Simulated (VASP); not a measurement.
Runs of VASP 6.6.1 on CaO. The structure is that of space group Cmcm (No. 63), or close to it. The cells are those of the table. 

```tsv
cell	gap on the mesh (eV)	pressure (GPa)	largest force (eV/Å)
a = 3.778, b = 4.000, c = 5.000 Å, angles 90.0, 90.0, 118.2°, 4 atoms	3.26	1.2	0.50
a = 3.765, b = 4.213, c = 4.679 Å, angles 90.0, 90.0, 116.5°, 4 atoms	3.05	2.2	0.66
a = 3.711, b = 4.159, c = 4.808 Å, angles 90.0, 90.0, 116.5°, 4 atoms	(d)	1.6	0.75
a = 4.298, b = 3.866, c = 4.808 Å, angles 90.0, 90.0, 123.8°, 4 atoms	(a)	2.0	1.17
a = 4.072, b = 3.853, c = 5.000 Å, angles 90.0, 90.0, 121.9°, 4 atoms	3.27	1.3	0.62
a = 3.831, b = 4.054, c = 4.872 Å, angles 90.0, 90.0, 118.2°, 4 atoms	(b)	0.8	0.43
a = 3.938, b = 4.160, c = 4.615 Å, angles 90.0, 90.0, 118.2°, 4 atoms	(c)	2.0	0.34
```

Alike in all rows: task single point; level PBE; potentials or basis VASP PAW PBE potentials, release 64 (Ca_sv, O); no spin polarisation; k mesh 9 × 9 × 6; cutoff (eV) 520; smearing gaussian 0.05 eV.

Estimate the missing entries.

(a) 3.20; (b) 3.19; (c) 2.93; (d) 3.18.

Caveats: an odd mesh through Γ misses points on the zone boundary, where band edges can lie; forces of over 1 eV/Å act on the atoms, so gaps and moduli don't describe the material at rest (at least some runs).
